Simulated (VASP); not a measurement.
Ni:

```
CELL_PARAMETERS angstrom
-1.41085 1.41085 1.41085
1.41085 -1.41085 1.41085
1.41085 1.41085 -1.41085
ATOMIC_POSITIONS crystal
Ni 0.00000 0.00000 0.00000
```

Program: VASP 6.6.1. Alike in all runs: task single point; spin collinear, ferromagnetic start; cell as given; k mesh 13 × 13 × 13; cutoff (eV) 520; smearing fermi-dirac 0.05 eV.

**Question.** Order these runs on this cell by their pressure, lowest first.
A. level PBE; potentials or basis VASP PAW PBE potentials, release 64 (Ni)
B. level PBEsol; potentials or basis VASP PAW PBE potentials, release 64 (Ni)
C. level LDA; potentials or basis VASP PAW LDA potentials, release 64 (Ni)
D. level r2SCAN; potentials or basis VASP PAW PBE potentials, release 64 (Ni)

**Answer.** C (-19.6 GPa), B (-12.9 GPa), D (-10.7 GPa), A (-3.8 GPa).

Caveats: the PAW data sets were made with another functional, which shifts forces and pressure a little (some runs).
